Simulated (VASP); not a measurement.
Write the native input for VASP 6.6.1 that does the following.

| Item | Value |
| --- | --- |
| Task | single point |
| Functional | r2SCAN |
| Potentials or basis | VASP PAW PBE potentials, release 64 (Be, S) |
| Cutoff | 520 eV |
| k mesh | 6 × 6 × 6 |
| Occupations | gaussian, width 0.01 eV |
| Spin | no spin polarisation |
| Dipole correction | no |
| Further INCAR settings | ALGO = Normal; EDIFF = 1e-06; NBANDS = 11 |

The system is BeS.

```
Be S
1.0
     0.00000    2.43431    2.43431
     2.43431    0.00000    2.43431
     2.43431    2.43431    0.00000
Be S
1 1
Cartesian
  0.0000 0.0000 0.0000
  1.2172 1.2172 1.2172
```

The input as run:

POSCAR

```
BeS
1.0
    0.0000000000      2.4343062304      2.4343062304
    2.4343062304      0.0000000000      2.4343062304
    2.4343062304      2.4343062304      0.0000000000
Be S
1 1
Direct
    0.0000000000      0.0000000000      0.0000000000
    0.2500000000      0.2500000000      0.2500000000
```

INCAR.step1

```
SYSTEM = BeS
ALGO = Normal
EDIFF = 1E-4
ENCUT = 520
GGA = PE
ISMEAR = 0
LASPH = .True.
LCHARG = .False.
LREAL = .False.
LWAVE = .True.
NBANDS = 11
NELM = 100
PREC = Accurate
SIGMA = 0.01
```

INCAR.step2

```
SYSTEM = BeS
ALGO = Normal
EDIFF = 1E-6
ENCUT = 520
ISIF = 2
ISMEAR = 0
ISTART = 1
LASPH = .True.
LCHARG = .False.
LMIXTAU = .True.
LREAL = .False.
LWAVE = .False.
METAGGA = R2SCAN
NBANDS = 11
NELM = 100
PREC = Accurate
SIGMA = 0.01
```

KPOINTS

```
k-points
0
Gamma
  6 6 6
  0 0 0
```

Potentials or basis: VASP PAW PBE potentials, release 64 (Be, S).

Launch:

```bash
$ cat potpaw_PBE.64/Be/POTCAR potpaw_PBE.64/S/POTCAR > POTCAR
$ cp INCAR.step1 INCAR
$ mpirun -np 1 vasp_std > vasp.out
$ cp INCAR.step2 INCAR
$ mpirun -np 1 vasp_std > vasp.out
```

Results of the run:

```yaml
Pressure: 0.3 GPa
Band_gap_on_the_k_mesh: 3.60 eV, indirect (least direct gap 6.26 eV)
```

Caveat: the PAW data sets were made with another functional, which shifts forces and pressure a little.

It used 29 s of CPU time on 1 thread of AMD EPYC 7R13 Processor (Zen 3), on a shared host.
